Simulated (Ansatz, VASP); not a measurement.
One calculation of Ce8CN8, two programs

```
Ce N C
1.0
     0.00000    5.01100    5.01100
     5.01100    0.00000    5.01100
     5.01100    5.01100    0.00000
Ce N C
8 8 1
Cartesian
  0.0130 -0.0151 0.0102
  2.4975 2.5112 0.0038
  2.4914 -0.0149 2.4888
  5.0238 2.5175 2.4886
  0.0083 2.5129 2.4934
  2.4954 4.9998 2.4925
  2.4912 2.5177 5.0214
  5.0182 5.0016 5.0154
  2.5092 2.4994 2.5059
  5.1630 4.8568 2.3493
  5.0069 2.5004 5.0036
  7.5196 5.0130 5.0032
  2.3530 4.8577 5.1594
  5.1618 7.6664 5.1588
  5.0058 5.0139 7.5172
  7.3633 7.6675 7.3607
  3.7575 6.2610 3.7513
```

Alike in both runs: functional PBE; k mesh 2 × 2 × 2; occupations fermi-dirac, width 0.05 eV; no spin polarisation.

Ansatz relaxed the structure, and its values are those at the end. VASP's run is a single point on that final structure, the one shown.

|  | VASP | Ansatz |
| --- | --- | --- |
| version | VASP 6.6.1 | Ansatz 0.2.0 |
| potentials or method | VASP PAW PBE potentials, release 64 (Ce, N, C), cutoff 520 eV | scalar-relativistic, plane waves, PAW |
| valence electrons in the cell | 140 | 140 |

```csv
,VASP,Ansatz,Ansatz less VASP
rms of the force components (eV/Å),0.009,0.007,-0.0020
```

The functional is the same, so the differences come from potentials, cutoffs and numerics.

The k mesh is coarse, so the values compare programs but aren't converged. Neither program's run includes spin-orbit coupling.
